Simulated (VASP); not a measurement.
# BiSb (R3m) in VASP: notebook

BiSb is run at these levels: LDA; tasks: single point.

Everything below comes from runs of VASP 6.6.1. Logs are shortened: lines on timing, memory, paths and dates and some standing lists are left out, and cuts for length are marked.

### Step 1. The cell of the first run

The structure is trigonal, space group R3m (No. 160). The conventional cell has a = 4.453 Å, b = 4.453 Å, c = 11.925 Å, α = 90.00°, β = 90.00°, γ = 120.00°. Within 4.0 Å of Sb (site symmetry 3m) lie 6 Bi at 3.01 to 3.53 Å. Bi (site symmetry 3m) has 6 Sb at 3.01 to 3.53 Å within 4.0 Å.

### Step 2. Single point, LDA

INCAR

```
PREC     = Accurate       # precision mode
ENCUT    = 500            # plane-wave cutoff, eV
EDIFF    = 1E-6           # SCF threshold, eV
ISMEAR   = 0              # smearing method
SIGMA    = 0.05           # smearing width, eV
LREAL    = F              # projectors in reciprocal space
LASPH    = T              # aspherical terms in the spheres
NELM     = 120            # most SCF steps
ALGO     = Normal         # electronic algorithm
ISIF     = 2              # what is computed and relaxed
LWAVE    = F              # write WAVECAR
LCHARG   = F              # write CHGCAR
GGA      = CA             # functional
NBANDS   = 17             # bands
GGA_COMPAT= F
```

KPOINTS

```
regular mesh
0
Gamma
  5 5 5
```

POSCAR

```
BiSb
1.0
    2.2262956400      1.2853523900      3.9751495700
   -2.2262956400      1.2853523900      3.9751495700
    0.0000000000     -2.5707047700      3.9751495700
Sb Bi
1 1
Direct
    0.7680311600      0.7680311600      0.7680311600
    0.2319674900      0.2319674900      0.2319674900
```

Potentials or basis: VASP PAW LDA potentials, release 64 (Sb, Bi_d).

The run is started by

```
$ cat potpaw_LDA.64/Sb/POTCAR potpaw_LDA.64/Bi_d/POTCAR > POTCAR
$ mpirun -np 1 vasp_std > vasp.out
```

OUTCAR:

```text
PREC = Accurate
   ENCUT = 500
   EDIFF = 1E-6
   ISMEAR = 0
   LREAL = F
   LASPH = T
   NELM = 120
   ISIF = 2
   GGA = CA

 ion  position               nearest neighbor table
   1  0.768  0.768  0.768-   2 3.01   2 3.01   2 3.01   2 3.53   2 3.53   2 3.53
   2  0.232  0.232  0.232-   1 3.01   1 3.01   1 3.01   1 3.53   1 3.53   1 3.53

  LATTYP: Found a trigonal (rhomboedric) cell.
 ALAT       =     4.7339557610
 COS(alpha) =     0.5576691020

  Lattice vectors:

 A1 = (   2.2262956400,   1.2853523900,   3.9751495700)
 A2 = (  -2.2262956400,   1.2853523900,   3.9751495700)
 A3 = (   0.0000000000,  -2.5707047700,   3.9751495700)

Analysis of symmetry for initial positions (statically):
=====================================================================
 Subroutine PRICEL returns:
 Original cell was already a primitive cell.

 Routine SETGRP: Setting up the symmetry group for a
 trigonal (rhombohedral) supercell.

 Subroutine GETGRP returns: Found  6 space group operations
 (whereof  6 operations were pure point group operations)
 out of a pool of 12 trial point group operations.

The static configuration has the point symmetry C_3v.

Analysis of symmetry for dynamics (positions and initial velocities):
=====================================================================
 Subroutine PRICEL returns:
 Original cell was already a primitive cell.

 Routine SETGRP: Setting up the symmetry group for a
 trigonal (rhombohedral) supercell.

 Subroutine GETGRP returns: Found  6 space group operations
 (whereof  6 operations were pure point group operations)
 out of a pool of 12 trial point group operations.

The dynamic configuration has the point symmetry C_3v.

 Subroutine INISYM returns: Found  6 space group operations
 (whereof  6 operations are pure point group operations),
 and found     1 'primitive' translations

----------------------------------------------------------------------------------------

                                     Primitive cell

  volume of cell :      68.2511

  direct lattice vectors                    reciprocal lattice vectors
     2.226295640  1.285352390  3.975149570     0.224588321  0.129666128  0.083854287
    -2.226295640  1.285352390  3.975149570    -0.224588321  0.129666128  0.083854287
     0.000000000 -2.570704770  3.975149570     0.000000000 -0.259332255  0.083854287

  length of vectors
[... 72 lines left out ...]
   LSORBIT =      F    spin-orbit coupling
   LASPH  =      T    aspherical Exc in radial PAW
   ENCUT  =  500.0 eV  36.75 Ry    6.06 a.u.   8.63  8.63  8.63*2*pi/ulx,y,z
   NELM   =    120;   NELMIN=  2; NELMDL= -5     # of ELM steps
   EDIFF  = 0.1E-05   stopping-criterion for ELM
   LREAL  =      F    real-space projection
   EDIFFG = 0.1E-04   stopping-criterion for IOM
   NSW    =      0    number of steps for IOM
   IBRION =     -1    ionic relax: 0-MD 1-quasi-New 2-CG
   NFREE  =      0    steps in history (QN), initial steepest desc. (CG)
   ISIF   =      2    stress and relaxation
   ISYM   =      2    0-nonsym 1-usesym 2-fastsym
   POTIM  = 0.5000    time-step for ionic-motion
   TEBEG  =    0.0;   TEEND  =   0.0 temperature during run
   PSTRESS=    0.0 pullay stress
   NELECT =      20.0000    total number of electrons
   NUPDOWN=      -1.0000    fix difference up-down
   EMIN   =  10.00;   EMAX   =-10.00  energy-range for DOS
   EFERMI =   0.00;   METHOD = LEGACY
   ISMEAR =     0;   SIGMA  =   0.05  broadening in eV -4-tet -1-fermi 0-gaus
   EFERMI_NEDOS =   21; number of points for ismear=-14 and -15
   IALGO  =     38    algorithm
   IMIX   =      4    mixing-type and parameters
     AMIX     =   0.40;   BMIX     =  1.00
     AMIX_MAG =   1.60;   BMIX_MAG =  1.00
  volume/ion in A,a.u.               =      34.13       230.29
  Fermi-wavevector in a.u.,A,eV,Ry     =   1.087381  2.054851 16.087481  1.182397
  Thomas-Fermi vector in A             =   2.223539
   LORBIT       =      0    0 simple, 1 ext, 2 COOP (PROOUT), +10 PAW based schemes
   GGA     = CA    functional components
   LHFCALC =     F    Hartree Fock is set to
   AEXX    =    0.0000 exact exchange contribution
   IVDW    =     0    specifies the selected vdW correction
   LEPSILON=     F    determine dielectric tensor
   LRPA    =     F    only Hartree local field effects (RPA)
 non-spin polarized calculation
 Gauss-broadening in eV      SIGMA  =   0.05
  energy-cutoff  :      500.00
  volume of cell :       68.25
 maximum number of plane-waves:      1755
   NGX = 17   NGY = 17   NGZ = 17

 number of electron      19.9999998 magnetization

 Free energy of the ion-electron system (eV)
  ---------------------------------------------------
  ext. energy  EPLUGINS =         0.00000000
  ---------------------------------------------------
  free energy    TOTEN  =        -9.38093100 eV

  energy without entropy =       -9.38093092  energy(sigma->0) =       -9.38093096

 E-fermi :   6.0952     XC(G=0):  -9.5726

 val. band max:        5.9336549304   @ k =   0.4000   0.2000   0.2000
 cond. band min:       6.2568324802   @ k =   0.4000   0.0000   0.0000
 fundamental gap:      0.3231775499
 Fermi energy:         6.0952436043

 k-point     1 :       0.0000    0.0000    0.0000
  band No.  band energies     occupation
      1     -16.8077      2.00000
      2     -16.8077      2.00000
      3     -16.7936      2.00000
      4     -16.7905      2.00000
      5     -16.7905      2.00000
      6      -6.6837      2.00000
[... 357 lines left out ...]
      4     -16.7872      2.00000
      5     -16.7853      2.00000
      6      -5.4019      2.00000
[... 9 lines left out ...]
     16      13.6572      0.00000
     17      15.6587      0.00000

------------------------ aborting loop because EDIFF is reached ----------------------------------------

  FORCE on cell =-STRESS in cart. coord.  units (eV):
  Direction    XX          YY          ZZ          XY          YZ          ZX
  --------------------------------------------------------------------------------------
  -------------------------------------------------------------------------------------
  Total       -1.0579617     -1.0579617     -1.4831285      0.0000000     -0.0000000      0.0000000
  in kB      -24.8353782    -24.8353782    -34.8160577      0.0000000     -0.0000000      0.0000000
  external PRESSURE =     -28.1622714 kB  Pullay stress =       0.0000000 kB

 VOLUME and BASIS-vectors are now :
 -----------------------------------------------------------------------------
  energy-cutoff  :      500.00
  volume of cell :       68.25
      direct lattice vectors                 reciprocal lattice vectors
     2.226295640  1.285352390  3.975149570     0.224588321  0.129666128  0.083854287
    -2.226295640  1.285352390  3.975149570    -0.224588321  0.129666128  0.083854287
     0.000000000 -2.570704770  3.975149570     0.000000000 -0.259332255  0.083854287

 POSITION                                       TOTAL-FORCE (eV/Angst)
 -----------------------------------------------------------------------------------
      0.00000      0.00000      9.15912         0.000000      0.000000      0.102224
      0.00000      0.00000      2.76632         0.000000     -0.000000     -0.102224
 -----------------------------------------------------------------------------------
    total drift:                               -0.000000     -0.000000     -0.000672

  FREE ENERGIE OF THE ION-ELECTRON SYSTEM (eV)
  ---------------------------------------------------
  free  energy   TOTEN  =        -9.3809309976 eV

  energy  without entropy=       -9.3809309187  energy(sigma->0) =       -9.38093096
```

OSZICAR:

```text
N       E                     dE             d eps       ncg     rms          rms(c)
DAV:   1     0.153056691369E+03    0.15306E+03   -0.95961E+03   646   0.113E+03
DAV:   2     0.136368221793E+01   -0.15169E+03   -0.14897E+03   750   0.298E+02
DAV:   3    -0.913702714405E+01   -0.10501E+02   -0.10430E+02   782   0.865E+01
DAV:   4    -0.941667281041E+01   -0.27965E+00   -0.27955E+00   776   0.161E+01
DAV:   5    -0.942559242725E+01   -0.89196E-02   -0.89193E-02   889   0.247E+00    0.215E+00
DAV:   6    -0.938787487546E+01    0.37718E-01   -0.94792E-02   839   0.202E+00    0.119E+00
DAV:   7    -0.938199987553E+01    0.58750E-02   -0.16896E-02   776   0.746E-01    0.538E-01
DAV:   8    -0.938094416069E+01    0.10557E-02   -0.25100E-03   852   0.296E-01    0.394E-02
DAV:   9    -0.938092866411E+01    0.15497E-04   -0.24903E-04   760   0.807E-02    0.171E-02
DAV:  10    -0.938093080866E+01   -0.21445E-05   -0.20109E-05   819   0.423E-02    0.334E-03
DAV:  11    -0.938093099756E+01   -0.18890E-06   -0.19190E-06   591   0.841E-03
   1 F= -.93809310E+01 E0= -.93809310E+01  d E =-.788375E-07
```

Wall time 16 s (1 thread of AMD EPYC 7R13 (Zen 3), shared host); peak memory 0.15 GiB.

Results:

```yaml
Free_energy: -9.3809 eV
Pressure: -2.8 GPa
Largest_force: 0.102 eV/Å
Band_gap_on_the_k_mesh: 0.32 eV (least direct gap 0.60 eV)
```

Forces on the atoms (eV/Å):
```
Sb   0.000  0.000  0.102
Bi   0.000  0.000 -0.102
```

Caveat: spin-orbit coupling is left out, which moves the levels of the heavy elements; an odd mesh through Γ misses points on the zone boundary, where band edges can lie.

### Step 3. Single point, LDA

INCAR is that of step 2.

KPOINTS

```
Automatic mesh
0
Gamma
  5 5 5
```

POSCAR

```
BiSb
1.0
    2.2116485341      1.2768958795      4.0279764433
   -2.2116485341      1.2768958795      4.0279764433
    0.0000000000     -2.5537917490      4.0279764433
Sb Bi
1 1
Direct
    0.7680311600      0.7680311600      0.7680311600
    0.2319674900      0.2319674900      0.2319674900
```

Potentials or basis: VASP PAW LDA potentials, release 64 (Sb, Bi_d).

The run is started by

```
$ cat potpaw_LDA.64/Sb/POTCAR potpaw_LDA.64/Bi_d/POTCAR > POTCAR
$ mpirun -np 1 vasp_std > vasp.out
```

Run time: 16 s. Hardware: 1 thread of AMD EPYC 7R13 (Zen 3), shared host; peak memory 0.15 GiB.

Results (log left out):

```yaml
Free_energy: -9.3733 eV
Pressure: -2.7 GPa
Largest_force: 0.138 eV/Å
Band_gap_on_the_k_mesh: 0.24 eV (least direct gap 0.56 eV)
```

Forces on the atoms (eV/Å):
```
Sb   0.000  0.000  0.138
Bi   0.000  0.000 -0.138
```

Stress tensor (GPa, compression positive):
```
-2.10  0.00  0.00
 0.00 -2.10  0.00
 0.00  0.00 -3.82
```

Levels at points of the mesh, in eV from the valence-band top:
```
           k point  band 7  band 8  band 9  band 10  band 11  band 12  band 13  band 14
(0.00, 0.00, 0.00)   -6.25   -1.81   -1.21    -1.21     2.19     2.78     2.78     5.60
```

Caveat: spin-orbit coupling is left out, which moves the levels of the heavy elements; an odd mesh through Γ misses points on the zone boundary, where band edges can lie.

### Step 4. Single point, LDA

INCAR

```
ALGO = Normal
EDIFF = 1E-6
ENCUT = 500
GGA = CA
GGA_COMPAT = False
ISIF = 2
ISMEAR = 0
LASPH = True
LCHARG = False
LREAL = False
LWAVE = False
NBANDS = 17
NELM = 120
PREC = Accurate
SIGMA = 0.05
```

KPOINTS

```
k-points
0
Gamma
  5 5 5
```

POSCAR

```
BiSb
1.0
    2.1973794366      1.2686576122      4.0804591432
   -2.1973794366      1.2686576122      4.0804591432
    0.0000000000     -2.5373152145      4.0804591432
Sb Bi
1 1
Direct
    0.7680311600      0.7680311600      0.7680311600
    0.2319674900      0.2319674900      0.2319674900
```

Potentials or basis: VASP PAW LDA potentials, release 64 (Sb, Bi_d).

The run is started by

```
$ cat potpaw_LDA.64/Sb/POTCAR potpaw_LDA.64/Bi_d/POTCAR > POTCAR
$ mpirun -np 1 vasp_std > vasp.out
```

OUTCAR:

```text
EDIFF = 1E-6
   ENCUT = 500
   GGA = CA
   ISIF = 2
   ISMEAR = 0
   LASPH = True
   LREAL = False
   NELM = 120
   PREC = Accurate

 ion  position               nearest neighbor table
   1  0.768  0.768  0.768-   2 3.00   2 3.00   2 3.00   2 3.55   2 3.55   2 3.55
   2  0.232  0.232  0.232-   1 3.00   1 3.00   1 3.00   1 3.55   1 3.55   1 3.55

  LATTYP: Found a trigonal (rhomboedric) cell.
 ALAT       =     4.8050094011
 COS(alpha) =     0.5817349041

  Lattice vectors:

[... 559 lines left out ...]
------------------------ aborting loop because EDIFF is reached ----------------------------------------

  FORCE on cell =-STRESS in cart. coord.  units (eV):
  Direction    XX          YY          ZZ          XY          YZ          ZX
  --------------------------------------------------------------------------------------
  -------------------------------------------------------------------------------------
  Total       -0.7425034     -0.7425034     -1.7587406      0.0000000     -0.0000000      0.0000000
  in kB      -17.4300754    -17.4300754    -41.2859800      0.0000000     -0.0000000      0.0000000
  external PRESSURE =     -25.3820436 kB  Pullay stress =       0.0000000 kB

 VOLUME and BASIS-vectors are now :
 -----------------------------------------------------------------------------
  energy-cutoff  :      500.00
  volume of cell :       68.25
      direct lattice vectors                 reciprocal lattice vectors
     2.197379437  1.268657612  4.080459143     0.227543769  0.131372457  0.081690153
    -2.197379437  1.268657612  4.080459143    -0.227543769  0.131372457  0.081690153
     0.000000000 -2.537315214  4.080459143     0.000000000 -0.262744913  0.081690154

 POSITION                                       TOTAL-FORCE (eV/Angst)
 -----------------------------------------------------------------------------------
      0.00000      0.00000      9.40176         0.000000      0.000000      0.175604
      0.00000      0.00000      2.83960         0.000000     -0.000000     -0.175604
 -----------------------------------------------------------------------------------
    total drift:                               -0.000000     -0.000000     -0.000195

  FREE ENERGIE OF THE ION-ELECTRON SYSTEM (eV)
  ---------------------------------------------------
  free  energy   TOTEN  =        -9.3618803468 eV

  energy  without entropy=       -9.3615960267  energy(sigma->0) =       -9.36173819
```

OSZICAR:

```text
N       E                     dE             d eps       ncg     rms          rms(c)
DAV:   1     0.154556960802E+03    0.15456E+03   -0.96297E+03   646   0.114E+03
DAV:   2     0.190352405799E+01   -0.15265E+03   -0.14938E+03   736   0.300E+02
DAV:   3    -0.910823288269E+01   -0.11012E+02   -0.10968E+02   807   0.883E+01
DAV:   4    -0.939664649046E+01   -0.28841E+00   -0.28829E+00   743   0.164E+01
DAV:   5    -0.940902704733E+01   -0.12381E-01   -0.12380E-01   944   0.308E+00    0.217E+00
DAV:   6    -0.936951258809E+01    0.39514E-01   -0.96443E-02   840   0.200E+00    0.121E+00
DAV:   7    -0.936297126341E+01    0.65413E-02   -0.17567E-02   798   0.758E-01    0.539E-01
DAV:   8    -0.936189100116E+01    0.10803E-02   -0.26532E-03   853   0.299E-01    0.428E-02
DAV:   9    -0.936187816754E+01    0.12834E-04   -0.26397E-04   770   0.824E-02    0.177E-02
DAV:  10    -0.936188013828E+01   -0.19707E-05   -0.21909E-05   820   0.425E-02    0.360E-03
DAV:  11    -0.936188034681E+01   -0.20852E-06   -0.22603E-06   736   0.899E-03
   1 F= -.93618803E+01 E0= -.93617382E+01  d E =-.284320E-03
```

Run time: 16 s. Hardware: 1 thread of AMD EPYC 7R13 (Zen 3), shared host; peak memory 0.15 GiB.

Results:

```
Free energy            : -9.3619 eV
Pressure               : -2.5 GPa
Largest force          : 0.176 eV/Å
Band gap on the k mesh : 0.15 eV (least direct gap 0.52 eV)
```

Forces in eV/Å, atoms in the order of the input:
```
Sb   0.000  0.000  0.176
Bi   0.000  0.000 -0.176
```

Stress tensor (GPa, compression positive):
```
-1.74  0.00  0.00
 0.00 -1.74  0.00
 0.00  0.00 -4.13
```

Caveat: spin-orbit coupling is left out, which moves the levels of the heavy elements; an odd mesh through Γ misses points on the zone boundary, where band edges can lie.

### Step 5. Overview

| cell | gap on the mesh (eV) | pressure (GPa) | largest force (eV/Å) |
| --- | --- | --- | --- |
| a = 4.734 Å, angles 56.1°, 2 atoms | 0.32 | -2.8 | 0.10 |
| a = 4.769 Å, angles 55.3°, 2 atoms | 0.24 | -2.7 | 0.14 |
| a = 4.805 Å, angles 54.4°, 2 atoms | 0.15 | -2.5 | 0.18 |

Alike in all rows: task single point; level LDA; potentials or basis VASP PAW LDA potentials, release 64 (Sb, Bi_d); no spin polarisation; k mesh 5 × 5 × 5; cutoff (eV) 500; smearing gaussian 0.05 eV.

Caveats: spin-orbit coupling is left out, which moves the levels of the heavy elements; an odd mesh through Γ misses points on the zone boundary, where band edges can lie.

Total energies depend on the potentials used, so only differences within one code and one set of settings carry meaning.
